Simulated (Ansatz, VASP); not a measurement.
# ZrZnN in VASP and in Ansatz

```xyz
3
Lattice="3.5707 0.0000 0.0000 -1.7854 3.0923 0.0000 0.0000 0.0000 5.8733" Properties=species:S:1:pos:R:3 pbc="T T T"
Zr    0.0000    2.0616    2.9366
Zn    0.0000    2.0616    0.0000
N     0.0000    0.0000    2.9366
```

Alike in both runs: functional PBE; k mesh 18 × 18 × 8; occupations gaussian, width 0.1 eV; no spin polarisation.

Ansatz relaxed the structure, and its values are those at the end. VASP's run is a single point on that final structure, the one shown.

|  | VASP | Ansatz |
| --- | --- | --- |
| version | VASP 6.6.1 | Ansatz 0.2.0 |
| potentials or method | VASP PAW PBE potentials, release 64 (Zr_sv, Zn, N), cutoff 520 eV | scalar-relativistic, plane waves, PAW |
| valence electrons in the cell | 29 | 29 |

|  | VASP | Ansatz | Ansatz less VASP |
| --- | --- | --- | --- |
| gap on the k mesh at the Fermi level (eV) | none | none | - |
| pressure (GPa) | 0.1 | 0.0 | -0.10 |

A gap of «none» marks a metal or a gap that the smearing closes.
